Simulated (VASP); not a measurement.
# BaTiO3 (P4/mmm) in VASP: notebook, part 2 of 2

VASP 6.6.1.

**3. Single point, PBEsol (uniaxial strain along a: +2.0 %)**

Contents of INCAR:

```
PREC = Accurate
ENCUT = 520
EDIFF = 1E-7
ISMEAR = 0
SIGMA = 0.02
LREAL = F
LASPH = T
NELM = 60
ALGO = Normal
ISIF = 2
LWAVE = F
LCHARG = F
GGA = PS
NBANDS = 28
```

Contents of KPOINTS:

```
Automatic mesh
0
Gamma
  8 8 8
```

Contents of POSCAR:

```
BaTiO3
1.0
    4.0492667190      0.0000000000      0.0000000000
    0.0000000000      3.9500199857      0.0000000000
    0.0000000000      0.0000000000      3.9500199857
Ba Ti O
1 1 3
Direct
    0.5000000000      0.5000000000      0.5000000000
    0.0000000000      0.0000000000      0.0000000000
    0.5000000000      0.0000000000      0.0000000000
    0.0000000000      0.5000000000      0.0000000000
    0.0000000000      0.0000000000      0.5000000000
```

Potentials or basis: VASP PAW PBE potentials, release 64 (Ba_sv, Ti_sv, O).

Launch:

```sh
cat potpaw_PBE.64/Ba_sv/POTCAR potpaw_PBE.64/Ti_sv/POTCAR potpaw_PBE.64/O/POTCAR > POTCAR
mpirun -np 1 vasp_std > vasp.out
```

OUTCAR:

```text
PREC = Accurate
   ENCUT = 520
   EDIFF = 1E-7
   ISMEAR = 0
   LREAL = F
   LASPH = T
   NELM = 60
   ISIF = 2
   GGA = PS

 ion  position               nearest neighbor table
   1  0.500  0.500  0.500-   3 2.79   3 2.79   3 2.79   3 2.79   4 2.83   5 2.83   5 2.83   4 2.83
                             4 2.83   5 2.83   4 2.83   5 2.83   2 3.45   2 3.45   2 3.45   2 3.45
   2  0.000  0.000  0.000-   4 1.98   5 1.98   5 1.98   4 1.98   3 2.02   3 2.02   1 3.45   1 3.45
                             1 3.45   1 3.45   1 3.45   1 3.45   1 3.45   1 3.45
   3  0.500  0.000  0.000-   2 2.02   2 2.02   1 2.79   1 2.79   1 2.79   1 2.79
   4  0.000  0.500  0.000-   2 1.98   2 1.98   1 2.83   1 2.83   1 2.83   1 2.83
   5  0.000  0.000  0.500-   2 1.98   2 1.98   1 2.83   1 2.83   1 2.83   1 2.83

  LATTYP: Found a simple tetragonal cell.
 ALAT       =     3.9500199857
 C/A-ratio  =     1.0251256281

  Lattice vectors:

 A1 = (   0.0000000000,   3.9500199857,   0.0000000000)
 A2 = (   0.0000000000,   0.0000000000,   3.9500199857)
 A3 = (   4.0492667190,   0.0000000000,   0.0000000000)

Analysis of symmetry for initial positions (statically):
[... 175 lines left out ...]
  free energy    TOTEN  =       -41.96546051 eV

  energy without entropy =      -41.96546051  energy(sigma->0) =      -41.96546051

 E-fermi :   3.9919     XC(G=0): -11.5955

 val. band max:        3.8442842390   @ k =   0.5000   0.5000   0.5000
 cond. band min:       5.5184888862   @ k =   0.0000   0.0000   0.0000
 fundamental gap:      1.6742046473
 Fermi energy:         3.9918632657

 k-point     1 :       0.0000    0.0000    0.0000
  band No.  band energies     occupation
      1     -52.5000      2.00000
      2     -28.8374      2.00000
      3     -28.8374      2.00000
      4     -28.8248      2.00000
      5     -20.9211      2.00000
      6     -13.0606      2.00000
[... 733 lines left out ...]
     27      11.8447      0.00000
     28      13.4623      0.00000

 [... further k-points ...]
[... 5 lines left out ...]
  --------------------------------------------------------------------------------------
  -------------------------------------------------------------------------------------
  Total       -1.1566477      0.7952765      0.7952765      0.0000000      0.0000000     -0.0000000
  in kB      -29.3316653     20.1675777     20.1675777      0.0000000      0.0000000     -0.0000000
  external PRESSURE =       3.6678300 kB  Pullay stress =       0.0000000 kB

 VOLUME and BASIS-vectors are now :
 -----------------------------------------------------------------------------
  energy-cutoff  :      520.00
  volume of cell :       63.18
      direct lattice vectors                 reciprocal lattice vectors
     4.049266719  0.000000000  0.000000000     0.246958294  0.000000000  0.000000000
     0.000000000  3.950019986  0.000000000     0.000000000  0.253163276  0.000000000
     0.000000000  0.000000000  3.950019986     0.000000000  0.000000000  0.253163276

 POSITION                                       TOTAL-FORCE (eV/Angst)
 -----------------------------------------------------------------------------------
      2.02463      1.97501      1.97501         0.000000      0.000000      0.000000
      0.00000      0.00000      0.00000         0.000000      0.000000      0.000000
      2.02463      0.00000      0.00000         0.000000      0.000000      0.000000
      0.00000      1.97501      0.00000         0.000000      0.000000      0.000000
      0.00000      0.00000      1.97501         0.000000      0.000000      0.000000
 -----------------------------------------------------------------------------------
    total drift:                                0.000000     -0.000000      0.000000

  FREE ENERGIE OF THE ION-ELECTRON SYSTEM (eV)
  ---------------------------------------------------
  free  energy   TOTEN  =       -41.9654605125 eV

  energy  without entropy=      -41.9654605125  energy(sigma->0) =      -41.96546051
```

OSZICAR:

```text
N       E                     dE             d eps       ncg     rms          rms(c)
DAV:   1     0.422263083962E+03    0.42226E+03   -0.20392E+04  4200   0.153E+03
DAV:   2    -0.963724812985E+01   -0.43190E+03   -0.41187E+03  4928   0.416E+02
DAV:   3    -0.502114643674E+02   -0.40574E+02   -0.40121E+02  4876   0.132E+02
DAV:   4    -0.522175622580E+02   -0.20061E+01   -0.20017E+01  6584   0.262E+01
DAV:   5    -0.522550235259E+02   -0.37461E-01   -0.37444E-01  5332   0.339E+00    0.229E+01
DAV:   6    -0.421978298772E+02    0.10057E+02   -0.53042E+01  5676   0.654E+01    0.973E+00
DAV:   7    -0.421139908882E+02    0.83839E-01   -0.85575E+00  5500   0.210E+01    0.673E+00
DAV:   8    -0.419648455897E+02    0.14915E+00   -0.98099E-01  5092   0.916E+00    0.251E+00
DAV:   9    -0.419819232935E+02   -0.17078E-01   -0.18880E-01  5196   0.270E+00    0.116E+00
DAV:  10    -0.419668968457E+02    0.15026E-01   -0.88024E-02  5148   0.270E+00    0.365E-01
DAV:  11    -0.419655599452E+02    0.13369E-02   -0.82403E-03  6300   0.649E-01    0.700E-02
DAV:  12    -0.419655985424E+02   -0.38597E-04   -0.19118E-03  5280   0.424E-01    0.115E-01
DAV:  13    -0.419654585077E+02    0.14003E-03   -0.46392E-04  5684   0.163E-01    0.118E-02
DAV:  14    -0.419654663086E+02   -0.78009E-05   -0.41264E-05  4780   0.588E-02    0.283E-02
DAV:  15    -0.419654661681E+02    0.14049E-06   -0.24433E-06  5772   0.113E-02    0.186E-02
DAV:  16    -0.419654604629E+02    0.57052E-05   -0.14562E-05  5864   0.332E-02    0.338E-03
DAV:  17    -0.419654605125E+02   -0.49660E-07   -0.55509E-07  4804   0.480E-03
   1 F= -.41965461E+02 E0= -.41965461E+02  d E =-.497067E-28
```

Run time: 1.7 min. Hardware: 1 thread of Intel Xeon 6975P-C (Granite Rapids), shared host; peak memory 0.26 GiB.

Results:

```yaml
Free_energy: -41.9655 eV
Pressure: 0.4 GPa
Band_gap_on_the_k_mesh: 1.67 eV, indirect (least direct gap 1.83 eV)
```

Levels at points of the mesh, in eV from the valence-band top:
```tsv
k point	band 16	band 17	band 18	band 19	band 20	band 21	band 22	band 23	band 24	band 25
(0.00, 0.00, 0.00)	-1.14	-1.14	-0.19	-0.16	-0.16	1.67	1.67	1.72	3.90	4.09
(0.50, 0.00, 0.00)	-2.05	-1.73	-1.73	-0.74	-0.74	1.87	3.38	3.38	4.11	5.97
(0.00, 0.50, 0.00)	-2.01	-2.00	-2.00	-0.79	-0.75	1.86	3.59	3.60	3.95	6.11
(0.50, 0.50, 0.00)	-2.71	-1.77	-0.99	-0.97	-0.17	3.40	3.61	3.91	4.95	7.68
(0.00, 0.50, 0.50)	-2.95	-1.77	-0.77	-0.77	-0.08	3.60	3.60	4.04	4.70	7.90
(0.50, 0.50, 0.50)	-2.38	-2.38	-0.05	-0.05	0.00	4.19	4.19	4.31	6.60	6.60
```

Caveat: the cell differs from its parent crystal (uniaxial strain along a: +2.0 %); the PAW data sets were made with another functional, which shifts forces and pressure a little; spin-orbit coupling is left out, which moves the levels of the heavy elements.
